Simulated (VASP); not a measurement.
# La8O11 (a cell with a defect) in VASP: notebook

La8O11 (a cell with a defect) is run at these levels: PBE; tasks: single point.

Everything below comes from runs of VASP 6.6.1. Logs are shortened: lines on timing, memory, paths and dates and some standing lists are left out, and cuts for length are marked.

**1. The cell of the first run**

The cell holds a defect, 19 atoms: a = 7.862 Å, b = 6.808 Å, c = 6.112 Å, α = 90.00°, β = 90.00°, γ = 90.00°.

**2. Single point, PBE**

Input file INCAR:

```
PREC = Accurate
ENCUT = 520
EDIFF = 1E-6
ISMEAR = 0
SIGMA = 0.05
LREAL = Auto
LASPH = T
NELM = 80
ALGO = Normal
ISIF = 2
LWAVE = F
LCHARG = F
GGA = PE
NBANDS = 92
```

Input file KPOINTS:

```
Automatic mesh
0
Gamma
  2 2 2
```

Input file POSCAR:

```
La8O11
1.0
   -3.9307780000     -6.8083070000      0.0000000000
    5.8961670000     -3.4041530000      0.0000000000
    0.0000000000      0.0000000000      6.1119540000
La O
8 11
Direct
    0.5079683613      0.6650193014      0.8080026453
    0.4941047016      0.3286495940      0.2524524890
    0.2537626117      0.1673165790      0.7493583885
    0.2468072901      0.8353241464      0.2360930727
    0.0032926712      0.6632379577      0.7479164601
   -0.0013212759      0.3366821797      0.2451201367
    0.7491931449      0.1705860658      0.7543437009
    0.7558142842      0.8424061192      0.2538373162
    0.4984905362      0.3482003873      0.6392253607
    0.7694700778      0.4971631661     -0.0093716347
    0.2464442603      0.1633818507      0.3612988579
    0.2927221927      0.7936903678      0.5994168150
    0.4958164105      0.0258371648     -0.0039856321
   -0.0029673425      0.6694595040      0.3569500032
    0.0019424221      0.3324543267      0.6427890328
    0.2402831371      0.4863760930      0.0011137191
    0.7463495479      0.1732487196      0.3574285736
    0.7431237282      0.8298303630      0.6393279465
   -0.0018214817     -0.0064000630     -0.0113040772
```

Potentials or basis: VASP PAW PBE potentials, release 64 (La, O).

On the command line:

```
cat potpaw_PBE.64/La/POTCAR potpaw_PBE.64/O/POTCAR > POTCAR
mpirun -np 1 vasp_std > vasp.out
```

OUTCAR:

```text
PREC = Accurate
   ENCUT = 520
   EDIFF = 1E-6
   ISMEAR = 0
   LREAL = Auto
   LASPH = T
   NELM = 80
   ISIF = 2
   GGA = PE

 ion  position               nearest neighbor table
   1  0.508  0.665  0.808-  12 2.29   9 2.39  18 2.40  10 2.60  16 2.70  13 2.71   4 3.52   2 3.55
                             8 3.56
   2  0.494  0.329  0.252-  17 2.34  11 2.35   9 2.37  13 2.59  16 2.74   1 3.55
   3  0.254  0.167  0.749-  15 2.37  11 2.37   9 2.38  13 2.61  16 2.66  12 2.72  19 2.75
   4  0.247  0.835  0.236-  12 2.27  11 2.36  14 2.38  19 2.70  13 2.77  16 2.78   1 3.52
   5  0.003  0.663  0.748-  15 2.34  14 2.39  18 2.43  12 2.61  10 2.62  19 2.69  16 2.70
   6  0.999  0.337  0.245-  14 2.37  17 2.38  11 2.39  15 2.43  10 2.62  16 2.62  19 2.81
   7  0.749  0.171  0.754-  15 2.37   9 2.42  18 2.42  17 2.43  10 2.66  13 2.67  19 2.71
   8  0.756  0.842  0.254-  14 2.32  17 2.34  18 2.36  19 2.70   1 3.56
   9  0.498  0.348  0.639-   2 2.37   3 2.38   1 2.39   7 2.42
  10  0.769  0.497  0.991-   1 2.60   5 2.62   6 2.62   7 2.66
  11  0.246  0.163  0.361-   2 2.35   4 2.36   3 2.37   6 2.39
  12  0.293  0.794  0.599-   4 2.27   1 2.29   5 2.61   3 2.72
  13  0.496  0.026  0.996-   2 2.59   3 2.61   7 2.67   1 2.71   4 2.77
  14  0.997  0.669  0.357-   8 2.32   6 2.37   4 2.38   5 2.39
  15  0.002  0.332  0.643-   5 2.34   3 2.37   7 2.37   6 2.43
  16  0.240  0.486  0.001-   6 2.62   3 2.66   1 2.70   5 2.70   2 2.74   4 2.78
  17  0.746  0.173  0.357-   2 2.34   8 2.34   6 2.38   7 2.43
  18  0.743  0.830  0.639-   8 2.36   1 2.40   7 2.42   5 2.43
  19  0.998  0.994  0.989-   5 2.69   4 2.70   8 2.70   7 2.71   3 2.75   6 2.81

  LATTYP: Found a simple orthorhombic cell.
 ALAT       =     6.1119540000
 B/A-ratio  =     1.1139329430
 C/A-ratio  =     1.2862589965

  Lattice vectors:

 A1 = (   0.0000000000,   0.0000000000,  -6.1119540000)
 A2 = (   5.8961670000,  -3.4041530000,   0.0000000000)
 A3 = (  -3.9307780000,  -6.8083070000,   0.0000000000)

Analysis of symmetry for initial positions (statically):
=====================================================================
 Subroutine PRICEL returns:
 Original cell was already a primitive cell.

 Routine SETGRP: Setting up the symmetry group for a
 simple orthorhombic supercell.

 Subroutine GETGRP returns: Found  1 space group operations
 (whereof  1 operations were pure point group operations)
 out of a pool of  8 trial point group operations.

The static configuration has the point symmetry C_1 .

Analysis of symmetry for dynamics (positions and initial velocities):
[... 135 lines left out ...]
   ISYM   =      2    0-nonsym 1-usesym 2-fastsym
   POTIM  = 0.5000    time-step for ionic-motion
   TEBEG  =    0.0;   TEEND  =   0.0 temperature during run
   PSTRESS=    0.0 pullay stress
   NELECT =     154.0000    total number of electrons
   NUPDOWN=      -1.0000    fix difference up-down
   EMIN   =  10.00;   EMAX   =-10.00  energy-range for DOS
   EFERMI =   0.00;   METHOD = LEGACY
   ISMEAR =     0;   SIGMA  =   0.05  broadening in eV -4-tet -1-fermi 0-gaus
   EFERMI_NEDOS =   21; number of points for ismear=-14 and -15
   IALGO  =     38    algorithm
   IMIX   =      4    mixing-type and parameters
     AMIX     =   0.40;   BMIX     =  1.00
     AMIX_MAG =   1.60;   BMIX_MAG =  1.00
  volume/ion in A,a.u.               =      17.22       116.19
  Fermi-wavevector in a.u.,A,eV,Ry     =   1.273520  2.406604 22.066659  1.621854
  Thomas-Fermi vector in A             =   2.406339
   LORBIT       =      0    0 simple, 1 ext, 2 COOP (PROOUT), +10 PAW based schemes
   GGA     = PE    functional components
   LHFCALC =     F    Hartree Fock is set to
   AEXX    =    0.0000 exact exchange contribution
   IVDW    =     0    specifies the selected vdW correction
   LEPSILON=     F    determine dielectric tensor
   LRPA    =     F    only Hartree local field effects (RPA)
 non-spin polarized calculation
 Gauss-broadening in eV      SIGMA  =   0.05
  energy-cutoff  :      520.00
  volume of cell :      327.14
 maximum number of plane-waves:      8844
 NGX is ok and might be reduce to    60
   NGX = 29   NGY = 25   NGZ = 23

 number of electron     153.9999994 magnetization

 Free energy of the ion-electron system (eV)
  ---------------------------------------------------
  ext. energy  EPLUGINS =         0.00000000
  ---------------------------------------------------
  free energy    TOTEN  =      -155.49421398 eV

  energy without entropy =     -155.49244728  energy(sigma->0) =     -155.49333063

 E-fermi :   9.4072     XC(G=0): -10.3609

 val. band max:        9.3442233398   @ k =   0.5000  -0.0000   0.5000
 cond. band min:       9.4669885372   @ k =   0.0000   0.5000   0.0000
 fundamental gap:      0.1227651974
 Fermi energy:         9.4072214399

 k-point     1 :       0.0000    0.0000    0.0000
  band No.  band energies     occupation
      1     -24.0436      2.00000
      2     -23.9149      2.00000
      3     -23.8422      2.00000
      4     -23.7871      2.00000
      5     -23.7609      2.00000
      6     -23.7059      2.00000
[... 725 lines left out ...]
     88      10.7390      0.00000
     89      10.8172      0.00000
 [bands above 89 left out]

------------------------ aborting loop because EDIFF is reached ----------------------------------------

  FORCE on cell =-STRESS in cart. coord.  units (eV):
  Direction    XX          YY          ZZ          XY          YZ          ZX
  --------------------------------------------------------------------------------------
  -------------------------------------------------------------------------------------
  Total        0.8969485      1.0242699      6.5368515      0.2468624     -0.2779899     -0.7343483
  in kB        4.3928906      5.0164592     32.0148517      1.2090319     -1.3614822     -3.5965408
  external PRESSURE =      13.8080672 kB  Pullay stress =       0.0000000 kB

 VOLUME and BASIS-vectors are now :
 -----------------------------------------------------------------------------
  energy-cutoff  :      520.00
  volume of cell :      327.14
      direct lattice vectors                 reciprocal lattice vectors
    -3.930778000 -6.808307000  0.000000000    -0.063600634 -0.110159549  0.000000000
     5.896167000 -3.404153000  0.000000000     0.127201286 -0.073439699  0.000000000
     0.000000000  0.000000000  6.111954000     0.000000000  0.000000000  0.163613797

 POSITION                                       TOTAL-FORCE (eV/Angst)
 -----------------------------------------------------------------------------------
      1.92435     -5.72223      4.93847        -0.015931     -0.004968     -0.040044
     -0.00444     -4.48279      1.54298        -0.082459     -0.014225     -0.058317
     -0.01096     -2.29726      4.58004        -0.102337      0.047909     -0.069164
      3.95507     -4.52391      1.44299        -0.076371     -0.035130      0.245228
      3.89762     -2.28018      4.57123        -0.047486     -0.055354     -0.017460
     -1.94045     -7.94543      1.49816        -0.036862     -0.021117     -0.037368
[... 11 lines left out ...]
      1.97176     -7.88428      3.90754        -0.014099      0.030246     -0.025427
      1.93481    -10.17827      6.04286        -0.151343     -0.123258     -0.138154
 -----------------------------------------------------------------------------------
    total drift:                               -0.002318     -0.002912      0.002410

  FREE ENERGIE OF THE ION-ELECTRON SYSTEM (eV)
  ---------------------------------------------------
  free  energy   TOTEN  =      -155.4942139830 eV

  energy  without entropy=     -155.4924472761  energy(sigma->0) =     -155.49333063
```

stdout:

```text
POSCAR found type information on POSCAR LaO
 POSCAR found :  2 types and      19 ions
 scaLAPACK will be used
 LDA part: xc-table for (Slater+PW92), standard interpolation
 POSCAR, INCAR and KPOINTS ok, starting setup
 FFT: planning ... GRIDC
 FFT: planning ... GRID_SOFT
 FFT: planning ... GRID
 WAVECAR not read
 entering main loop
```

Run time: 11 min. Hardware: 1 thread of Intel Xeon Platinum 8488C (Sapphire Rapids), shared host; peak memory 0.47 GiB.

Results:

```
Free energy            : -155.4942 eV
Pressure               : 1.4 GPa
Largest force          : 1.084 eV/Å
Band gap on the k mesh : 0.12 eV
```

Forces in eV/Å, atoms in the order of the input:
```
La  -0.016 -0.005 -0.040
La  -0.082 -0.014 -0.058
La  -0.102  0.048 -0.069
La  -0.076 -0.035  0.245
La  -0.047 -0.055 -0.017
La  -0.037 -0.021 -0.037
La  -0.008 -0.020 -0.072
La  -0.072 -0.045 -0.009
O    0.050 -0.026 -0.063
O   -0.067  0.029 -0.063
O   -0.014 -0.032 -0.080
O    0.786  0.287  0.690
O   -0.025  0.040 -0.103
O   -0.081 -0.007 -0.049
O   -0.036 -0.007 -0.046
O    0.058 -0.030 -0.016
O   -0.063 -0.014 -0.048
O   -0.014  0.030 -0.025
O   -0.151 -0.123 -0.138
```

Caveat: the k points lie up to 0.51 Å⁻¹ apart; spin-orbit coupling is left out, which moves the levels of the heavy elements.

**3. Single point, PBE**

Input file INCAR:

```
SYSTEM = La8O11
PREC = Accurate
ENCUT = 520
EDIFF = 1E-7
ISMEAR = 0
SIGMA = 0.05
LREAL = Auto
LASPH = .True.
NELM = 60
ALGO = Normal
ISIF = 2
LWAVE = .False.
LCHARG = .True.
GGA = PE
LELF = .True.
LVHAR = .True.
NBANDS = 92
```

Input file KPOINTS:

```
regular mesh
0
Gamma
  2 2 2
  0 0 0
```

Input file POSCAR:

```
La8O11
1.0
   -3.9307780000     -6.8083070000      0.0000000000
    5.8961670000     -3.4041530000      0.0000000000
    0.0000000000      0.0000000000      6.1119540000
La O
8 11
Direct
    0.5095073335      0.6639800429      0.8065829684
    0.4933735693      0.3302211372      0.2545465820
    0.2556713440      0.1724766775      0.7500454028
    0.2453196024      0.8363942025      0.2183283775
    0.0013405742      0.6615619096      0.7453395428
   -0.0010295629      0.3365179475      0.2457979887
    0.7501733877      0.1692357168      0.7553018233
    0.7545534108      0.8436121207      0.2526242835
    0.5005205553      0.3429747135      0.6409724288
    0.7717739221      0.5001600114     -0.0096620492
    0.2468031856      0.1614827959      0.3636961273
    0.3285599177      0.7606048296      0.5515735230
    0.4991234643      0.0264662675     -0.0000364859
   -0.0034148535      0.6713776881      0.3574377360
    0.0033258661      0.3322275711      0.6432147559
    0.2425611471      0.4805040327     -0.0006187874
    0.7462251143      0.1748761971      0.3574737310
    0.7464907950      0.8302806881      0.6387804947
   -0.0092983002     -0.0036497531     -0.0045661338
```

Potentials or basis: VASP PAW PBE potentials, release 64 (La, O).

On the command line:

```
cat potpaw_PBE.64/La/POTCAR potpaw_PBE.64/O/POTCAR > POTCAR
mpirun -np 1 vasp_std > vasp.out
```

Wall time 12 min (1 thread of Intel Xeon Platinum 8488C (Sapphire Rapids), shared host); peak memory 0.48 GiB.

The run converged. Its results:

```
Free energy            : -154.8891 eV
Pressure               : 1.6 GPa
Largest force          : 1.022 eV/Å
Band gap on the k mesh : 0.19 eV
```

Forces on the atoms (eV/Å):
```
La  -0.035 -0.022  0.039
La  -0.070 -0.003 -0.050
La  -0.064  0.006 -0.075
La  -0.086 -0.054  0.182
La  -0.064 -0.072 -0.053
La  -0.019 -0.016 -0.031
La  -0.009 -0.016 -0.058
La  -0.054 -0.034 -0.001
O    0.033  0.012 -0.039
O   -0.122 -0.047 -0.111
O    0.014 -0.004 -0.055
O    0.665  0.330  0.703
O    0.035  0.039 -0.086
O   -0.045  0.025 -0.059
O   -0.006 -0.024 -0.036
O    0.025  0.017 -0.039
O   -0.033 -0.021 -0.032
O   -0.021  0.001 -0.029
O   -0.143 -0.116 -0.168
```

Stress tensor (GPa, compression positive):
```
 0.62  0.12 -0.82
 0.12  0.65 -0.44
-0.82 -0.44  3.45
```

Levels at points of the mesh, in eV from the valence-band top:
```tsv
k point	band 75	band 76	band 77	band 78	band 79	band 80
(0.00, 0.00, 0.00)	-3.70	-3.50	-0.45	0.25	0.51	0.66
(0.50, 0.00, 0.00)	-3.68	-3.54	-0.11	0.37	0.46	0.62
(0.00, 0.50, 0.00)	-3.68	-3.49	-0.46	0.19	0.61	0.77
(0.50, 0.50, 0.00)	-3.72	-3.52	-0.24	0.23	0.42	0.72
(0.00, 0.00, 0.50)	-3.47	-3.40	-0.03	0.50	0.66	0.89
(0.50, 0.00, 0.50)	-3.60	-3.38	0.00	0.50	0.66	0.91
(0.00, 0.50, 0.50)	-3.50	-3.40	-0.07	0.37	0.74	0.88
(0.50, 0.50, 0.50)	-3.52	-3.28	-0.07	0.38	0.76	0.86
```

Caveat: the k points lie up to 0.51 Å⁻¹ apart; spin-orbit coupling is left out, which moves the levels of the heavy elements.

(Continued in part 2 of 2.)

The gap in the log of VASP goes by the Fermi energy; the results here count the filled bands.